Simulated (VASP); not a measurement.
A run of VASP 6.6.1:

The input INCAR:

```
SYSTEM = Cs3B
PREC     = Accurate       ! precision mode
ENCUT    = 600            ! plane-wave cutoff, eV
EDIFF    = 1E-7           ! SCF threshold, eV
ISMEAR   = 0              ! smearing method
SIGMA    = 0.1            ! smearing width, eV
LREAL    = .FALSE.        ! projectors in reciprocal space
LASPH    = .TRUE.         ! aspherical terms in the spheres
NELM     = 100            ! most SCF steps
ALGO     = Normal         ! electronic algorithm
ISIF     = 3              ! what is computed and relaxed
LWAVE    = .FALSE.        ! write WAVECAR
LCHARG   = .FALSE.        ! write CHGCAR
GGA      = PE             ! functional
IBRION   = 2              ! ionic algorithm
NSW      = 100            ! ionic steps
EDIFFG   = -0.01          ! ionic threshold
```

Contents of KPOINTS:

```
regular mesh
0
G
  8 8 8
  0 0 0
```

File POSCAR:

```
Cs3B
1.0
   -3.9126452081      3.9126452081      3.9126452081
    3.9126452081     -3.9126452081      3.9126452081
    3.9126452081      3.9126452081     -3.9126452081
Cs B
3 1
Direct
    0.0000000000      0.5000000000      0.5000000000
    0.5000000000      0.0000000000      0.5000000000
    0.5000000000      0.5000000000      0.0000000000
    0.0000000000      0.0000000000      0.0000000000
```

Potentials or basis: VASP PAW PBE potentials, release 64 (Cs_sv, B).

Run with:

```console
$ cat potpaw_PBE.64/Cs_sv/POTCAR potpaw_PBE.64/B/POTCAR > POTCAR
$ mpirun -np 1 vasp_std > vasp.out
```

Hardware: 1 thread of AMD EPYC 9R45 96-Core Processor (Zen 5), on a shared host.

Estimate the wall time of this run.

It took 2.7 min on 1 thread of AMD EPYC 9R45 96-Core Processor (Zen 5), with other jobs on the host, peak memory 0.46 GiB. Counts: scf iterations 25, k points 29, ion steps 2.
